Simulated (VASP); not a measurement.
# SnO2 (P6_3/mmc) in VASP: further runs, part 2 of 2

VASP 6.6.1. The steps go on from the part before.

### 3 Single point, PBE

This run uses another cell than the first one, of 16.25 Å³/atom.

File INCAR:

```
SYSTEM = SnO2
ALGO = Normal
EDIFF = 1E-6
ENCUT = 520
GGA = PE
ISIF = 2
ISMEAR = -1
LASPH = .TRUE.
LCHARG = .TRUE.
LELF = .TRUE.
LREAL = .FALSE.
LVHAR = .TRUE.
LWAVE = .FALSE.
NBANDS = 35
NELM = 80
PREC = Accurate
SIGMA = 0.05
```

File KPOINTS:

```
k-points
0
G
  9 9 3
  0 0 0
```

File POSCAR:

```
SnO2
1.0
    3.2305756168      0.0000000000      0.0000000000
   -1.6152878084      2.7977605530      0.0000000000
    0.0000000000      0.0000000000     10.7905620000
Sn O
2 4
Direct
    0.0000000000      0.0000000000      0.0000000000
    0.0000000000      0.0000000000      0.5000000000
    0.3333333333      0.6666666667      0.9058620000
    0.3333333333      0.6666666667      0.5941380000
    0.6666666667      0.3333333333      0.0941380000
    0.6666666667      0.3333333333      0.4058620000
```

Potentials or basis: VASP PAW PBE potentials, release 64 (Sn_d, O).

Launch:

```bash
> cat potpaw_PBE.64/Sn_d/POTCAR potpaw_PBE.64/O/POTCAR > POTCAR
> mpirun -np 1 vasp_std > vasp.out
```

OUTCAR:

```text
SYSTEM = SnO2
   EDIFF = 1E-6
   ENCUT = 520
   GGA = PE
   ISIF = 2
   ISMEAR = -1
   LASPH = .TRUE.
   LREAL = .FALSE.
   NELM = 80
   PREC = Accurate

 ion  position               nearest neighbor table
   1  0.000  0.000  0.000-   3 2.12   5 2.12   5 2.12   3 2.12   5 2.12   3 2.12
   2  0.000  0.000  0.500-   4 2.12   6 2.12   6 2.12   4 2.12   6 2.12   4 2.12
   3  0.333  0.667  0.906-   1 2.12   1 2.12   1 2.12
   4  0.333  0.667  0.594-   2 2.12   2 2.12   2 2.12
   5  0.667  0.333  0.094-   1 2.12   1 2.12   1 2.12
   6  0.667  0.333  0.406-   2 2.12   2 2.12   2 2.12

  LATTYP: Found a hexagonal cell.
 ALAT       =     3.2305756168
 C/A-ratio  =     3.3401360253

  Lattice vectors:

 A1 = (   3.2305756168,   0.0000000000,   0.0000000000)
 A2 = (  -1.6152878084,   2.7977605530,   0.0000000000)
 A3 = (   0.0000000000,   0.0000000000,  10.7905620000)

Analysis of symmetry for initial positions (statically):
=====================================================================
 Subroutine PRICEL returns:
 Original cell was already a primitive cell.

 Routine SETGRP: Setting up the symmetry group for a
 hexagonal supercell.

 Subroutine GETGRP returns: Found 24 space group operations
 (whereof 12 operations were pure point group operations)
 out of a pool of 24 trial point group operations.

The static configuration has the point symmetry D_3d.
 The point group associated with its full space group is D_6h.

Analysis of symmetry for dynamics (positions and initial velocities):
=====================================================================
 Subroutine PRICEL returns:
 Original cell was already a primitive cell.

 Routine SETGRP: Setting up the symmetry group for a
 hexagonal supercell.

 Subroutine GETGRP returns: Found 24 space group operations
 (whereof 12 operations were pure point group operations)
 out of a pool of 24 trial point group operations.

The dynamic configuration has the point symmetry D_3d.
 The point group associated with its full space group is D_6h.

 Subroutine INISYM returns: Found 24 space group operations
 (whereof 12 operations are pure point group operations),
 and found     1 'primitive' translations

----------------------------------------------------------------------------------------

                                     Primitive cell

  volume of cell :      97.5292

  direct lattice vectors                    reciprocal lattice vectors
     3.230575617  0.000000000  0.000000000     0.309542360  0.178714365  0.000000000
    -1.615287808  2.797760553  0.000000000     0.000000000  0.357428730  0.000000000
     0.000000000  0.000000000 10.790562000     0.000000000  0.000000000  0.092673579

  length of vectors
     3.230575617  3.230575617 10.790562000     0.357428730  0.357428730  0.092673579

  position of ions in fractional coordinates (direct lattice)
     0.000000000  0.000000000  0.000000000
     0.000000000  0.000000000  0.500000000
     0.333333333  0.666666667  0.905862000
     0.333333333  0.666666667  0.594138000
     0.666666667  0.333333333  0.094138000
     0.666666667  0.333333333  0.405862000

  ion indices of the primitive-cell ions
[... 30 lines left out ...]
 ===========================================

 Found     24 irreducible k-points:

 Following reciprocal coordinates:
            Coordinates               Weight
  0.000000  0.000000  0.000000      1.000000
  0.111111 -0.000000  0.000000      6.000000
  0.222222 -0.000000  0.000000      6.000000
  0.333333  0.000000  0.000000      6.000000
  0.444444 -0.000000  0.000000      6.000000
  0.111111  0.111111  0.000000      6.000000
[... 16 lines left out ...]
  0.333333  0.222222  0.333333     24.000000
  0.333333  0.333333  0.333333      4.000000
   k-points           NKPTS =     24   k-points in BZ     NKDIM =     24   number of bands    NBANDS=     35
   number of dos      NEDOS =    301   number of ions     NIONS =      6
   total plane-waves  NPLWV =  46080
   dimension x,y,z NGX =    24 NGY =   24 NGZ =   80
   dimension x,y,z NGXF=    48 NGYF=   48 NGZF=  160
   ions per type =               2   4
   NGX,Y,Z   is equivalent  to a cutoff of  12.35, 12.35, 12.33 a.u.
   NGXF,Y,Z  is equivalent  to a cutoff of  24.70, 24.70, 24.65 a.u.
 SYSTEM =  SnO2
   PREC   = accura    normal or accurate (medium, high low for compatibility)
   ISTART =      0    job   : 0-new  1-cont  2-samecut
   ICHARG =      2    charge: 1-file 2-atom 10-const
   ISPIN  =      1    spin polarized calculation?
   LNONCOLLINEAR =      F non collinear calculations
   LSORBIT =      F    spin-orbit coupling
   LASPH  =      T    aspherical Exc in radial PAW
   ENCUT  =  520.0 eV  38.22 Ry    6.18 a.u.   6.01  6.01 20.06*2*pi/ulx,y,z
   NELM   =     80;   NELMIN=  2; NELMDL= -5     # of ELM steps
   EDIFF  = 0.1E-05   stopping-criterion for ELM
   LREAL  =      F    real-space projection
   EDIFFG = 0.1E-04   stopping-criterion for IOM
   NSW    =      0    number of steps for IOM
   IBRION =     -1    ionic relax: 0-MD 1-quasi-New 2-CG
   NFREE  =      0    steps in history (QN), initial steepest desc. (CG)
   ISIF   =      2    stress and relaxation
   ISYM   =      2    0-nonsym 1-usesym 2-fastsym
   POTIM  = 0.5000    time-step for ionic-motion
   TEBEG  =    0.0;   TEEND  =   0.0 temperature during run
   PSTRESS=    0.0 pullay stress
   NELECT =      52.0000    total number of electrons
   NUPDOWN=      -1.0000    fix difference up-down
   EMIN   =  10.00;   EMAX   =-10.00  energy-range for DOS
   EFERMI =   0.00;   METHOD = LEGACY
   ISMEAR =    -1;   SIGMA  =   0.05  broadening in eV -4-tet -1-fermi 0-gaus
   EFERMI_NEDOS =   21; number of points for ismear=-14 and -15
   IALGO  =     38    algorithm
   IMIX   =      4    mixing-type and parameters
     AMIX     =   0.40;   BMIX     =  1.00
     AMIX_MAG =   1.60;   BMIX_MAG =  1.00
  volume/ion in A,a.u.               =      16.25       109.69
  Fermi-wavevector in a.u.,A,eV,Ry     =   1.327490  2.508591 23.976574  1.762228
  Thomas-Fermi vector in A             =   2.456798
   LORBIT       =      0    0 simple, 1 ext, 2 COOP (PROOUT), +10 PAW based schemes
   GGA     = PE    functional components
   LHFCALC =     F    Hartree Fock is set to
   AEXX    =    0.0000 exact exchange contribution
   IVDW    =     0    specifies the selected vdW correction
   LEPSILON=     F    determine dielectric tensor
   LRPA    =     F    only Hartree local field effects (RPA)
 non-spin polarized calculation
  energy-cutoff  :      520.00
  volume of cell :       97.53
 maximum number of plane-waves:      2670
   NGX = 13   NGY = 13   NGZ = 41

 number of electron      51.9999995 magnetization

 Free energy of the ion-electron system (eV)
  ---------------------------------------------------
  ext. energy  EPLUGINS =         0.00000000
  ---------------------------------------------------
  free energy    TOTEN  =       -36.34786147 eV

  energy without entropy =      -36.34786147  energy(sigma->0) =      -36.34786147

 E-fermi :   3.2732     XC(G=0):  -9.1891

 val. band max:        2.0988743738   @ k =   0.2222   0.2222   0.0000
 cond. band min:       4.1818024016   @ k =   0.0000   0.0000   0.0000
 fundamental gap:      2.0829280278
 Fermi energy:         3.2731639661

 k-point     1 :       0.0000    0.0000    0.0000
  band No.  band energies     occupation
      1     -17.9427      2.00000
      2     -17.9420      2.00000
      3     -17.7293      2.00000
      4     -17.7293      2.00000
      5     -17.7292      2.00000
      6     -17.7292      2.00000
[... 901 lines left out ...]
     34      12.2696      0.00000
     35      14.1049      0.00000

------------------------ aborting loop because EDIFF is reached ----------------------------------------

  FORCE on cell =-STRESS in cart. coord.  units (eV):
  Direction    XX          YY          ZZ          XY          YZ          ZX
  --------------------------------------------------------------------------------------
  -------------------------------------------------------------------------------------
  Total       -0.0291907     -0.0291907      0.2382211      0.0000000     -0.0000000      0.0000000
  in kB       -0.4795355     -0.4795355      3.9134192      0.0000000     -0.0000000      0.0000000
  external PRESSURE =       0.9847827 kB  Pullay stress =       0.0000000 kB

 VOLUME and BASIS-vectors are now :
 -----------------------------------------------------------------------------
  energy-cutoff  :      520.00
  volume of cell :       97.53
      direct lattice vectors                 reciprocal lattice vectors
     3.230575617  0.000000000  0.000000000     0.309542360  0.178714365  0.000000000
    -1.615287808  2.797760553  0.000000000     0.000000000  0.357428730  0.000000000
     0.000000000  0.000000000 10.790562000     0.000000000  0.000000000  0.092673579

 POSITION                                       TOTAL-FORCE (eV/Angst)
 -----------------------------------------------------------------------------------
      0.00000      0.00000      0.00000        -0.000000     -0.000000      0.000000
      0.00000      0.00000      5.39528        -0.000000     -0.000000      0.000000
     -0.00000      1.86517      9.77476         0.000000     -0.000000      0.045599
     -0.00000      1.86517      6.41108         0.000000     -0.000000     -0.045599
      1.61529      0.93259      1.01580         0.000000      0.000000     -0.045599
      1.61529      0.93259      4.37948        -0.000000      0.000000      0.045599
 -----------------------------------------------------------------------------------
    total drift:                               -0.000000      0.000000      0.000000

  FREE ENERGIE OF THE ION-ELECTRON SYSTEM (eV)
  ---------------------------------------------------
  free  energy   TOTEN  =       -36.3478614720 eV

  energy  without entropy=      -36.3478614719  energy(sigma->0) =      -36.34786147
```

OSZICAR:

```text
N       E                     dE             d eps       ncg     rms          rms(c)
DAV:   1     0.657497390987E+03    0.65750E+03   -0.25452E+04  1800   0.208E+03
DAV:   2     0.659170148614E+02   -0.59158E+03   -0.55810E+03  1883   0.592E+02
DAV:   3    -0.367572870550E+02   -0.10267E+03   -0.10034E+03  1929   0.210E+02
DAV:   4    -0.421426196907E+02   -0.53853E+01   -0.53533E+01  2058   0.536E+01
DAV:   5    -0.422945919755E+02   -0.15197E+00   -0.15179E+00  2139   0.921E+00    0.151E+01
DAV:   6    -0.362996524784E+02    0.59949E+01   -0.18215E+01  2641   0.648E+01    0.618E+00
DAV:   7    -0.363858500397E+02   -0.86198E-01   -0.21409E+00  1817   0.846E+00    0.318E+00
DAV:   8    -0.363527705960E+02    0.33079E-01   -0.18970E-01  2556   0.372E+00    0.961E-01
DAV:   9    -0.363462653727E+02    0.65052E-02   -0.34818E-02  2638   0.261E+00    0.144E-01
DAV:  10    -0.363478202216E+02   -0.15548E-02   -0.61643E-03  2204   0.830E-01    0.802E-02
DAV:  11    -0.363478425531E+02   -0.22332E-04   -0.71732E-04  2614   0.318E-01    0.213E-02
DAV:  12    -0.363478637013E+02   -0.21148E-04   -0.71804E-05  1940   0.551E-02    0.160E-02
DAV:  13    -0.363478617417E+02    0.19595E-05   -0.78265E-06  2110   0.282E-02    0.276E-03
DAV:  14    -0.363478614720E+02    0.26972E-06   -0.99129E-07  1346   0.970E-03
   1 F= -.36347861E+02 E0= -.36347861E+02  d E =-.134340E-09
```

Run time: 62 s. Hardware: 1 thread of Intel Xeon Platinum 8259CL at 2.50GHz (Skylake/Cascade Lake), shared host; peak memory 0.23 GiB.

Results:

* Free energy: -36.3479 eV
* Pressure: 0.1 GPa
* Largest force: 0.046 eV/Å
* Band gap on the k mesh: 2.08 eV (least direct gap 2.48 eV)

Forces on the atoms (eV/Å):
```
Sn   0.000  0.000  0.000
Sn   0.000  0.000  0.000
O    0.000  0.000  0.046
O    0.000  0.000 -0.046
O    0.000  0.000 -0.046
O    0.000  0.000  0.046
```

Levels at points of the mesh, in eV from the valence-band top:
```csv
k point,band 23,band 24,band 25,band 26,band 27,band 28,band 29,band 30
"(0.00, 0.00, 0.00)",-0.90,-0.87,-0.87,-0.40,2.08,2.79,5.41,5.77
```

Caveat: spin-orbit coupling is left out, which moves the levels of the heavy elements.

### 4 Single point, PBE

This run uses another cell than the first one, of 16.58 Å³/atom.

File INCAR:

```
PREC = Accurate ; ENCUT = 520
EDIFF = 1E-7 ; ISMEAR = -1
SIGMA = 0.05 ; LREAL = F
LASPH = T ; NELM = 60
ALGO = Normal ; ISIF = 2
LWAVE = F ; LCHARG = F
GGA = PE ; NBANDS = 35
```

File KPOINTS:

```
Automatic mesh
0
Gamma
  9 9 3
```

Edit POSCAR of step 3 so:

```diff
@@ -2,5 +2,5 @@
 1.0
-    3.2305756168      0.0000000000      0.0000000000
-   -1.6152878084      2.7977605530      0.0000000000
-    0.0000000000      0.0000000000     10.7905620000
+    3.2519707808      0.0000000000      0.0000000000
+   -1.6259853904      2.8162893086      0.0000000000
+    0.0000000000      0.0000000000     10.8620247581
 Sn O
```

Potentials or basis: VASP PAW PBE potentials, release 64 (Sn_d, O).

Launch:

```bash
> cat potpaw_PBE.64/Sn_d/POTCAR potpaw_PBE.64/O/POTCAR > POTCAR
> mpirun -np 1 vasp_std > vasp.out
```

OUTCAR:

```text
PREC = Accurate
   ENCUT = 520
   EDIFF = 1E-7
   ISMEAR = -1
   LREAL = F
   LASPH = T
   NELM = 60
   ISIF = 2
   GGA = PE

 ion  position               nearest neighbor table
   1  0.000  0.000  0.000-   3 2.14   5 2.14   5 2.14   3 2.14   5 2.14   3 2.14
   2  0.000  0.000  0.500-   4 2.14   6 2.14   6 2.14   4 2.14   6 2.14   4 2.14
   3  0.333  0.667  0.906-   1 2.14   1 2.14   1 2.14
   4  0.333  0.667  0.594-   2 2.14   2 2.14   2 2.14
   5  0.667  0.333  0.094-   1 2.14   1 2.14   1 2.14
   6  0.667  0.333  0.406-   2 2.14   2 2.14   2 2.14
[... 1117 lines left out ...]
  -------------------------------------------------------------------------------------
  Total       -1.8099565     -1.8099565     -0.6382562     -0.0000000      0.0000000     -0.0000000
  in kB      -29.1503673    -29.1503673    -10.2794758     -0.0000000      0.0000000     -0.0000000
  external PRESSURE =     -22.8600701 kB  Pullay stress =       0.0000000 kB

 VOLUME and BASIS-vectors are now :
 -----------------------------------------------------------------------------
  energy-cutoff  :      520.00
  volume of cell :       99.48
      direct lattice vectors                 reciprocal lattice vectors
     3.251970781  0.000000000  0.000000000     0.307505838  0.177538578  0.000000000
    -1.625985390  2.816289309  0.000000000     0.000000000  0.355077157  0.000000000
     0.000000000  0.000000000 10.862024758     0.000000000  0.000000000  0.092063867

 POSITION                                       TOTAL-FORCE (eV/Angst)
 -----------------------------------------------------------------------------------
      0.00000      0.00000      0.00000         0.000000      0.000000      0.000000
      0.00000      0.00000      5.43101         0.000000      0.000000      0.000000
     -0.00000      1.87753      9.83950         0.000000     -0.000000      0.248992
     -0.00000      1.87753      6.45354         0.000000      0.000000     -0.248992
      1.62599      0.93876      1.02253        -0.000000      0.000000     -0.248992
      1.62599      0.93876      4.40848        -0.000000      0.000000      0.248992
 -----------------------------------------------------------------------------------
    total drift:                               -0.000000      0.000000      0.000000

  FREE ENERGIE OF THE ION-ELECTRON SYSTEM (eV)
  ---------------------------------------------------
  free  energy   TOTEN  =       -36.3363446019 eV

  energy  without entropy=      -36.3363446016  energy(sigma->0) =      -36.33634460
```

OSZICAR:

```text
N       E                     dE             d eps       ncg     rms          rms(c)
DAV:   1     0.641396753708E+03    0.64140E+03   -0.25659E+04  1862   0.207E+03
DAV:   2     0.620444335255E+02   -0.57935E+03   -0.54824E+03  1888   0.593E+02
DAV:   3    -0.368267869020E+02   -0.98871E+02   -0.97450E+02  1851   0.205E+02
DAV:   4    -0.420935740816E+02   -0.52668E+01   -0.52308E+01  2061   0.535E+01
DAV:   5    -0.422442955683E+02   -0.15072E+00   -0.15053E+00  2114   0.923E+00    0.149E+01
DAV:   6    -0.362953632989E+02    0.59489E+01   -0.18202E+01  2630   0.650E+01    0.613E+00
DAV:   7    -0.363754273948E+02   -0.80064E-01   -0.21638E+00  1834   0.852E+00    0.316E+00
DAV:   8    -0.363414441235E+02    0.33983E-01   -0.19828E-01  2526   0.366E+00    0.969E-01
DAV:   9    -0.363346951384E+02    0.67490E-02   -0.33810E-02  2617   0.253E+00    0.144E-01
DAV:  10    -0.363362979762E+02   -0.16028E-02   -0.62720E-03  2142   0.827E-01    0.818E-02
DAV:  11    -0.363363276810E+02   -0.29705E-04   -0.76200E-04  2683   0.320E-01    0.251E-02
DAV:  12    -0.363363464792E+02   -0.18798E-04   -0.67236E-05  1906   0.587E-02    0.161E-02
DAV:  13    -0.363363447877E+02    0.16915E-05   -0.91499E-06  2561   0.244E-02    0.271E-03
DAV:  14    -0.363363445964E+02    0.19136E-06   -0.91148E-07  2242   0.881E-03    0.133E-03
DAV:  15    -0.363363446019E+02   -0.55834E-08   -0.84953E-08  1567   0.255E-03
   1 F= -.36336345E+02 E0= -.36336345E+02  d E =-.335473E-09
```

It took 73 s on 1 thread of Intel Xeon Platinum 8259CL at 2.50GHz (Skylake/Cascade Lake), shared host; peak memory 0.23 GiB.

Results:

```yaml
Free_energy: -36.3363 eV
Pressure: -2.3 GPa
Largest_force: 0.249 eV/Å
Band_gap_on_the_k_mesh: 1.97 eV (least direct gap 2.34 eV)
```

Forces in eV/Å, atoms in the order of the input:
```
Sn   0.000  0.000  0.000
Sn   0.000  0.000  0.000
O    0.000  0.000  0.249
O    0.000  0.000 -0.249
O    0.000  0.000 -0.249
O    0.000  0.000  0.249
```

Caveat: spin-orbit coupling is left out, which moves the levels of the heavy elements. A k mesh can miss the band edges.

### 5 Summary

| cell | gap on the mesh (eV) | pressure (GPa) | largest force (eV/Å) |
| --- | --- | --- | --- |
| a = 3.209, b = 3.209, c = 10.718 Å, angles 90.0, 90.0, 120.0°, 6 atoms | 2.21 | 2.8 | 0.18 |
| a = 3.231, b = 3.231, c = 10.791 Å, angles 90.0, 90.0, 120.0°, 6 atoms | 2.08 | 0.1 | 0.05 |
| a = 3.252, b = 3.252, c = 10.862 Å, angles 90.0, 90.0, 120.0°, 6 atoms | 1.97 | -2.3 | 0.25 |

Alike in all rows: task single point; level PBE; potentials or basis VASP PAW PBE potentials, release 64 (Sn_d, O); no spin polarisation; k mesh 9 × 9 × 3; cutoff (eV) 520; smearing fermi-dirac 0.05 eV.

Caveats: spin-orbit coupling is left out, which moves the levels of the heavy elements.

Total energies depend on the potentials used, so only differences within one code and one set of settings carry meaning.
